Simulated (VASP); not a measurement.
Set up this calculation in VASP 6.6.1, as the native input.

| Quantity | Value |
| --- | --- |
| Task | single point |
| Functional | PBE |
| Potentials or basis | VASP PAW PBE potentials, release 64 (Ga_d, P, In_d) |
| Cutoff | 520 eV |
| k mesh | 8 × 8 × 8 |
| Occupations | fermi-dirac, width 0.02 eV |
| Spin | no spin polarisation |
| Dipole correction | no |
| Further INCAR settings | ALGO = Normal; EDIFF = 1e-06; NBANDS = 36 |

The structure of In2GaP3 lies in POSCAR:

```
In2GaP3
1.0
   -2.0293728115      2.0293728115      8.6837419824
    2.0293728115     -2.0293728115      8.6837419824
    2.0293728115      2.0293728115     -8.6837419824
Ga P In
1 3 2
Direct
    0.0000000000      0.0000000000      0.0000000000
    0.4256658162      0.9256658162      0.5000000000
    0.7500000000      0.2500000000      0.5000000000
    0.0743341838      0.5743341838      0.5000000000
    0.3374881289      0.3374881289      0.0000000000
    0.6625118711      0.6625118711      0.0000000000
```

These files were run (other wordings do the same):

INCAR

```
SYSTEM = In2GaP3
PREC = Accurate ; ENCUT = 520
EDIFF = 1E-6 ; ISMEAR = -1
SIGMA = 0.02 ; LREAL = .False.
LASPH = .True. ; NELM = 60
ALGO = Normal ; ISIF = 2
LWAVE = .False. ; LCHARG = .False.
GGA = PE ; NBANDS = 36
```

KPOINTS

```
regular mesh
0
Gamma
  8 8 8
  0 0 0
```

Potentials or basis: VASP PAW PBE potentials, release 64 (Ga_d, P, In_d).

Launch:

```bash
$ cat potpaw_PBE.64/Ga_d/POTCAR potpaw_PBE.64/P/POTCAR potpaw_PBE.64/In_d/POTCAR > POTCAR
$ mpirun -np 1 vasp_std > vasp.out
```

Results of the run:

- Pressure: 1.8 GPa
- Largest force: 0.013 eV/Å
- Band gap on the k mesh: 0.78 eV

Caveat: spin-orbit coupling is left out, which moves the levels of the heavy elements.

Run time: 31 min on 1 thread of Intel Xeon 8259CL, with other jobs on the host, peak memory 0.85 GiB.
